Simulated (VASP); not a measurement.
# BN (P6_3/mmc) in VASP: a series of runs

The runs below take BN through single point, relaxation of cell and atoms, with LDA.

Everything below comes from runs of VASP 6.6.1. Logs are shortened: lines on timing, memory, paths and dates and some standing lists are left out, and cuts for length are marked.

## (1) The cell of the first run

The structure is hexagonal, space group P6_3/mmc (No. 194). Conventional cell: a = 2.485 Å, b = 2.485 Å, c = 6.171 Å, α = 90.00°, β = 90.00°, γ = 120.00°. Within 1.9 Å of B (site symmetry -6m2) lie 3 N at 1.43 Å. Within 1.9 Å of N (site symmetry -6m2) lie 3 B at 1.43 Å.

## (2) Single point, LDA

INCAR reads:

```
PREC = Accurate
ENCUT = 520
EDIFF = 1E-6
ISMEAR = 0
SIGMA = 0.01
LREAL = F
LASPH = T
NELM = 80
ALGO = Normal
ISIF = 2
LWAVE = F
LCHARG = F
NBANDS = 16
```

KPOINTS reads:

```
Automatic mesh
0
Gamma
  12 12 4
```

POSCAR reads:

```
BN
1.0
    2.4851727197      0.0000000000      0.0000000000
   -1.2425863599      2.1522227081      0.0000000000
    0.0000000000      0.0000000000      6.1713692142
B N
2 2
Direct
    0.3333333333      0.6666666667      0.2500000000
    0.6666666667      0.3333333333      0.7500000000
    0.3333333333      0.6666666667      0.7500000000
    0.6666666667      0.3333333333      0.2500000000
```

Potentials or basis: VASP PAW LDA potentials, release 64 (B, N).

Run with:

```bash
$ cat potpaw_LDA.64/B/POTCAR potpaw_LDA.64/N/POTCAR > POTCAR
$ mpirun -np 1 vasp_std > vasp.out
```

OUTCAR:

```text
PREC = Accurate
   ENCUT = 520
   EDIFF = 1E-6
   ISMEAR = 0
   LREAL = F
   LASPH = T
   NELM = 80
   ISIF = 2

 ion  position               nearest neighbor table
   1  0.333  0.667  0.250-   4 1.43   4 1.43   4 1.43
   2  0.667  0.333  0.750-   3 1.43   3 1.43   3 1.43
   3  0.333  0.667  0.750-   2 1.43   2 1.43   2 1.43
   4  0.667  0.333  0.250-   1 1.43   1 1.43   1 1.43

  LATTYP: Found a hexagonal cell.
 ALAT       =     2.4851727197
 C/A-ratio  =     2.4832757761

  Lattice vectors:

 A1 = (   2.4851727197,   0.0000000000,   0.0000000000)
 A2 = (  -1.2425863599,   2.1522227081,   0.0000000000)
 A3 = (   0.0000000000,   0.0000000000,   6.1713692142)

Analysis of symmetry for initial positions (statically):
=====================================================================
 Subroutine PRICEL returns:
 Original cell was already a primitive cell.

 Routine SETGRP: Setting up the symmetry group for a
 hexagonal supercell.

 Subroutine GETGRP returns: Found 24 space group operations
 (whereof 12 operations were pure point group operations)
 out of a pool of 24 trial point group operations.

The static configuration has the point symmetry D_3d.
 The point group associated with its full space group is D_6h.

Analysis of symmetry for dynamics (positions and initial velocities):
=====================================================================
 Subroutine PRICEL returns:
 Original cell was already a primitive cell.

 Routine SETGRP: Setting up the symmetry group for a
 hexagonal supercell.

 Subroutine GETGRP returns: Found 24 space group operations
 (whereof 12 operations were pure point group operations)
 out of a pool of 24 trial point group operations.

The dynamic configuration has the point symmetry D_3d.
 The point group associated with its full space group is D_6h.

 Subroutine INISYM returns: Found 24 space group operations
 (whereof 12 operations are pure point group operations),
 and found     1 'primitive' translations

----------------------------------------------------------------------------------------

                                     Primitive cell

  volume of cell :      33.0085

  direct lattice vectors                    reciprocal lattice vectors
     2.485172720  0.000000000  0.000000000     0.402386519  0.232317965  0.000000000
    -1.242586360  2.152222708  0.000000000     0.000000000  0.464635930  0.000000000
     0.000000000  0.000000000  6.171369214     0.000000000  0.000000000  0.162038596

  length of vectors
     2.485172720  2.485172720  6.171369214     0.464635930  0.464635930  0.162038596

  position of ions in fractional coordinates (direct lattice)
     0.333333333  0.666666667  0.250000000
     0.666666667  0.333333333  0.750000000
     0.333333333  0.666666667  0.750000000
     0.666666667  0.333333333  0.250000000

  ion indices of the primitive-cell ions
   primitive index   ion index
                 1           1
                 2           2
                 3           3
                 4           4

----------------------------------------------------------------------------------------

 KPOINTS: Automatic mesh

Automatic generation of k-mesh.
 Grid dimensions read from file:
 generate k-points for:   12   12    4

 Generating k-lattice:

  Cartesian coordinates                     Fractional coordinates (reciprocal lattice)
     0.033532210  0.019359830  0.000000000     0.083333333  0.000000000  0.000000000
     0.000000000  0.038719661  0.000000000     0.000000000  0.083333333  0.000000000
     0.000000000  0.000000000  0.040509649     0.000000000  0.000000000  0.250000000

  Length of vectors
     0.038719661  0.038719661  0.040509649

  Shift w.r.t. Gamma in fractional coordinates (k-lattice)
     0.000000000  0.000000000  0.000000000

 Subroutine IBZKPT returns following result:
 ===========================================

 Found     57 irreducible k-points:

 Following reciprocal coordinates:
            Coordinates               Weight
  0.000000  0.000000  0.000000      1.000000
  0.083333  0.000000  0.000000      6.000000
  0.166667  0.000000  0.000000      6.000000
  0.250000  0.000000  0.000000      6.000000
  0.333333  0.000000  0.000000      6.000000
  0.416667  0.000000  0.000000      6.000000
[... 16 lines left out ...]
  0.250000  0.000000  0.250000     12.000000
  0.333333  0.000000  0.250000     12.000000
 [... further k-points ...]
   k-points           NKPTS =     57   k-points in BZ     NKDIM =     57   number of bands    NBANDS=     16
   number of dos      NEDOS =    301   number of ions     NIONS =      4
   total plane-waves  NPLWV =  15552
   dimension x,y,z NGX =    18 NGY =   18 NGZ =   48
   dimension x,y,z NGXF=    36 NGYF=   36 NGZF=   96
   ions per type =               2   2
   NGX,Y,Z   is equivalent  to a cutoff of  12.04, 12.04, 12.93 a.u.
   NGXF,Y,Z  is equivalent  to a cutoff of  24.08, 24.08, 25.86 a.u.
 SYSTEM =  unknown system
   PREC   = accura    normal or accurate (medium, high low for compatibility)
   ISTART =      0    job   : 0-new  1-cont  2-samecut
   ICHARG =      2    charge: 1-file 2-atom 10-const
   ISPIN  =      1    spin polarized calculation?
   LNONCOLLINEAR =      F non collinear calculations
   LSORBIT =      F    spin-orbit coupling
   LASPH  =      T    aspherical Exc in radial PAW
   ENCUT  =  520.0 eV  38.22 Ry    6.18 a.u.   4.62  4.62 11.47*2*pi/ulx,y,z
   NELM   =     80;   NELMIN=  2; NELMDL= -5     # of ELM steps
   EDIFF  = 0.1E-05   stopping-criterion for ELM
   LREAL  =      F    real-space projection
   EDIFFG = 0.1E-04   stopping-criterion for IOM
   NSW    =      0    number of steps for IOM
   IBRION =     -1    ionic relax: 0-MD 1-quasi-New 2-CG
   NFREE  =      0    steps in history (QN), initial steepest desc. (CG)
   ISIF   =      2    stress and relaxation
   ISYM   =      2    0-nonsym 1-usesym 2-fastsym
   POTIM  = 0.5000    time-step for ionic-motion
   TEBEG  =    0.0;   TEEND  =   0.0 temperature during run
   PSTRESS=    0.0 pullay stress
   NELECT =      16.0000    total number of electrons
   NUPDOWN=      -1.0000    fix difference up-down
   EMIN   =  10.00;   EMAX   =-10.00  energy-range for DOS
   EFERMI =   0.00;   METHOD = LEGACY
   ISMEAR =     0;   SIGMA  =   0.01  broadening in eV -4-tet -1-fermi 0-gaus
   EFERMI_NEDOS =   21; number of points for ismear=-14 and -15
   IALGO  =     38    algorithm
   IMIX   =      4    mixing-type and parameters
     AMIX     =   0.40;   BMIX     =  1.00
     AMIX_MAG =   1.60;   BMIX_MAG =  1.00
  volume/ion in A,a.u.               =       8.25        55.69
  Fermi-wavevector in a.u.,A,eV,Ry     =   1.285996  2.430181 22.501131  1.653786
  Thomas-Fermi vector in A             =   2.418097
   LORBIT       =      0    0 simple, 1 ext, 2 COOP (PROOUT), +10 PAW based schemes
   GGA     = CA    functional components
   LHFCALC =     F    Hartree Fock is set to
   AEXX    =    0.0000 exact exchange contribution
   IVDW    =     0    specifies the selected vdW correction
   LEPSILON=     F    determine dielectric tensor
   LRPA    =     F    only Hartree local field effects (RPA)
 non-spin polarized calculation
 Gauss-broadening in eV      SIGMA  =   0.01
  energy-cutoff  :      520.00
  volume of cell :       33.01
 maximum number of plane-waves:       906
   NGX =  9   NGY =  9   NGZ = 23

 number of electron      15.9999997 magnetization

 Free energy of the ion-electron system (eV)
  ---------------------------------------------------
  ext. energy  EPLUGINS =         0.00000000
  ---------------------------------------------------
  free energy    TOTEN  =       -38.56964780 eV

  energy without entropy =      -38.56964780  energy(sigma->0) =      -38.56964780

 E-fermi :   3.0382     XC(G=0): -11.0253

 val. band max:        2.9504734582   @ k =   0.3333   0.2500   0.0000
 cond. band min:       6.9010925578   @ k =   0.5000   0.0000   0.0000
 fundamental gap:      3.9506190996
 Fermi energy:         3.0381878321

 k-point     1 :       0.0000    0.0000    0.0000
  band No.  band energies     occupation
      1     -14.9484      2.00000
      2     -14.4184      2.00000
      3      -3.9275      2.00000
      4      -0.8597      2.00000
      5       1.5600      2.00000
      6       1.5600      2.00000
[... 8 lines left out ...]
     15      15.9331      0.00000
     16      16.0288      0.00000

 k-point     2 :       0.0833    0.0000    0.0000
  band No.  band energies     occupation
      1     -14.8087      2.00000
      2     -14.2864      2.00000
      3      -3.7351      2.00000
      4      -0.6923      2.00000
      5       1.0037      2.00000
      6       1.0782      2.00000
[... 8 lines left out ...]
     15      15.4829      0.00000
     16      16.3564      0.00000

 k-point     3 :       0.1667    0.0000    0.0000
  band No.  band energies     occupation
      1     -14.3962      2.00000
      2     -13.8974      2.00000
      3      -3.1641      2.00000
      4      -0.4156      2.00000
      5      -0.3215      2.00000
      6      -0.2011      2.00000
[... 8 lines left out ...]
     15      16.9069      0.00000
     16      17.3737      0.00000

 k-point     4 :       0.2500    0.0000    0.0000
  band No.  band energies     occupation
      1     -13.7354      2.00000
      2     -13.2788      2.00000
      3      -2.2376      2.00000
      4      -2.2314      2.00000
      5      -2.0999      2.00000
      6      -0.1184      2.00000
[... 8 lines left out ...]
     15      19.0218      0.00000
     16      19.2111      0.00000
[... 324 lines left out ...]
 k-point    22 :       0.1667    0.0000    0.2500
  band No.  band energies     occupation
      1     -14.3291      2.00000
      2     -13.9772      2.00000
      3      -2.8137      2.00000
      4      -0.8041      2.00000
      5      -0.3929      2.00000
      6      -0.2806      2.00000
[... 8 lines left out ...]
     15      16.7339      0.00000
     16      16.8757      0.00000

 k-point    23 :       0.2500    0.0000    0.2500
  band No.  band energies     occupation
      1     -13.6736      2.00000
      2     -13.3512      2.00000
      3      -2.2759      2.00000
      4      -2.1336      2.00000
      5      -1.8289      2.00000
      6      -0.1025      2.00000
[... 8 lines left out ...]
     15      19.0460      0.00000
     16      19.1794      0.00000

 k-point    24 :       0.3333    0.0000    0.2500
  band No.  band energies     occupation
      1     -12.8356      2.00000
      2     -12.5621      2.00000
      3      -4.0357      2.00000
      4      -3.9184      2.00000
      5      -0.7465      2.00000
      6      -0.6865      2.00000
[... 8 lines left out ...]
     15      20.0480      0.00000
     16      21.6142      0.00000

 [... further k-points ...]
[... 5 lines left out ...]
  --------------------------------------------------------------------------------------
  -------------------------------------------------------------------------------------
  Total        0.5786418      0.5786418      0.3676933     -0.0000000      0.0000000      0.0000000
  in kB       28.0863353     28.0863353     17.8472388     -0.0000000      0.0000000      0.0000000
  external PRESSURE =      24.6733031 kB  Pullay stress =       0.0000000 kB

 VOLUME and BASIS-vectors are now :
 -----------------------------------------------------------------------------
  energy-cutoff  :      520.00
  volume of cell :       33.01
      direct lattice vectors                 reciprocal lattice vectors
     2.485172720  0.000000000  0.000000000     0.402386519  0.232317965  0.000000000
    -1.242586360  2.152222708  0.000000000     0.000000000  0.464635930  0.000000000
     0.000000000  0.000000000  6.171369214     0.000000000  0.000000000  0.162038596

 POSITION                                       TOTAL-FORCE (eV/Angst)
 -----------------------------------------------------------------------------------
     -0.00000      1.43482      1.54284         0.000000     -0.000000      0.000000
      1.24259      0.71741      4.62853        -0.000000     -0.000000      0.000000
     -0.00000      1.43482      4.62853         0.000000      0.000000      0.000000
      1.24259      0.71741      1.54284         0.000000     -0.000000      0.000000
 -----------------------------------------------------------------------------------
    total drift:                               -0.000000      0.000000      0.000000

  FREE ENERGIE OF THE ION-ELECTRON SYSTEM (eV)
  ---------------------------------------------------
  free  energy   TOTEN  =       -38.5696478000 eV

  energy  without entropy=      -38.5696478000  energy(sigma->0) =      -38.56964780
```

Run time: 13 s. Hardware: 1 thread of Intel Xeon Platinum 8488C (Sapphire Rapids), shared host; peak memory 0.13 GiB.

What came out:

| Property | Result |
| --- | --- |
| Free energy | -38.5696 eV |
| Pressure | 2.5 GPa |
| Band gap on the k mesh | 3.95 eV, indirect (least direct gap 4.30 eV) |

Levels at points of the mesh, in eV from the valence-band top:
```
           k point  band 4  band 5  band 6  band 7  band 8  band 9  band 10  band 11  band 12  band 13
(0.00, 0.00, 0.00)   -3.81   -1.39   -1.39   -1.32   -1.32    5.46    10.97    11.50    11.50    11.72
(0.50, 0.00, 0.00)   -8.93   -4.28   -4.16   -1.85   -0.35    3.95     5.89     9.71    10.02    12.72
(0.00, 0.00, 0.50)   -5.55   -1.35   -1.35   -1.35   -1.35    8.32     8.32    11.61    11.61    11.61
(0.50, 0.00, 0.50)   -9.01   -4.22   -4.22   -1.04   -1.04    4.51     4.51    10.13    10.13    13.72
```

## (3) Relaxation of cell and atoms, LDA, target pressure 2 GPa, at which the enthalpy is minimised

This run uses another cell than the first one, of 8.97 Å³/atom, 1.087 times its volume.

INCAR reads:

```
PREC = Accurate ; ENCUT = 600
EDIFF = 1E-6 ; ISMEAR = 0
SIGMA = 0.01 ; LREAL = F
LASPH = T ; NELM = 80
ALGO = Normal ; ISIF = 3
LWAVE = F ; LCHARG = F
IBRION = 2 ; NSW = 80
EDIFFG = -0.003 ; PSTRESS = 20.0
```

KPOINTS reads:

```
regular mesh
0
Gamma
  12 12 4
```

POSCAR reads:

```
BN
1.0
    2.4982400000      0.0000000000      0.0000000000
   -1.2491200000      2.1635393048      0.0000000000
    0.0000000000      0.0000000000      6.6357000000
B N
2 2
Direct
    0.3333333333      0.6666666667      0.2500000000
    0.6666666667      0.3333333333      0.7500000000
    0.3333333333      0.6666666667      0.7500000000
    0.6666666667      0.3333333333      0.2500000000
```

Potentials or basis: VASP PAW LDA potentials, release 64 (B, N).

Run with:

```bash
$ cat potpaw_LDA.64/B/POTCAR potpaw_LDA.64/N/POTCAR > POTCAR
$ mpirun -np 1 vasp_std > vasp.out
```

Wall time 70 s (1 thread of Intel Xeon Platinum 8488C (Sapphire Rapids), shared host); peak memory 0.15 GiB.

It converged, with:

* Free energy: -38.5780 eV
* Relaxed volume: 8.21 Å³/atom
* Relaxed cell: a = 2.486 Å, b = 2.486 Å, c = 6.136 Å, α = 90.00°, β = 90.00°, γ = 120.00°
* Space group after relaxing (to 0.05 Å): P6_3/mmc (No. 194)
* Energy change on relaxing (the enthalpy is what falls): +1.0 meV/atom
* Ionic steps: 10
* Pressure after relaxing: 2.0 GPa
* Band gap on the k mesh: 3.94 eV, indirect (least direct gap 4.28 eV)

The path:
| step | energy change (eV) | largest force (eV/Å) | pressure (GPa) | volume (Å³) |
| --- | --- | --- | --- | --- |
| 1 | 0.0000 | 0.0000 | -2.65 | 35.87 |
| 2 | 0.0320 | 0.0000 | 9.17 | 34.53 |
| 3 | -0.0018 | 0.0000 | 1.50 | 35.37 |
| 4 | -0.0028 | 0.0000 | 1.52 | 35.12 |
| 5 | -0.0044 | 0.0000 | 1.62 | 34.39 |
| 6 | 0.0029 | 0.0000 | 2.05 | 32.93 |
| 7 | 0.0046 | 0.0000 | 2.12 | 32.79 |
| 8 | 0.0040 | 0.0000 | 2.08 | 32.84 |
| 9 | 0.0033 | 0.0000 | 1.39 | 32.91 |
| 10 | 0.0039 | 0.0000 | 2.00 | 32.85 |

Final structure:
```
B N
1.0
     2.48631    0.00000    0.00000
    -1.24315    2.15321    0.00000
     0.00000    0.00000    6.13620
B N
2 2
Direct
  0.33333 0.66667 0.25000
  0.66667 0.33333 0.75000
  0.33333 0.66667 0.75000
  0.66667 0.33333 0.25000
```

Levels at points of the mesh, in eV from the valence-band top:
| k point | band 4 | band 5 | band 6 | band 7 | band 8 | band 9 | band 10 | band 11 | band 12 |
| --- | --- | --- | --- | --- | --- | --- | --- | --- | --- |
| (0.00, 0.00, 0.00) | -3.76 | -1.40 | -1.40 | -1.32 | -1.32 | 5.51 | 11.03 | 11.48 | 11.48 |
| (0.50, 0.00, 0.00) | -8.93 | -4.29 | -4.16 | -1.88 | -0.34 | 3.94 | 5.91 | 9.71 | 9.99 |
| (0.00, 0.00, 0.50) | -5.54 | -1.36 | -1.36 | -1.36 | -1.36 | 8.40 | 8.40 | 11.59 | 11.59 |
| (0.50, 0.00, 0.50) | -9.01 | -4.22 | -4.22 | -1.04 | -1.04 | 4.50 | 4.50 | 10.11 | 10.11 |

Caveat: the cell is relaxed towards a set pressure, so the enthalpy falls and the energy may rise. Zero-point motion and thermal expansion aren't in these numbers.
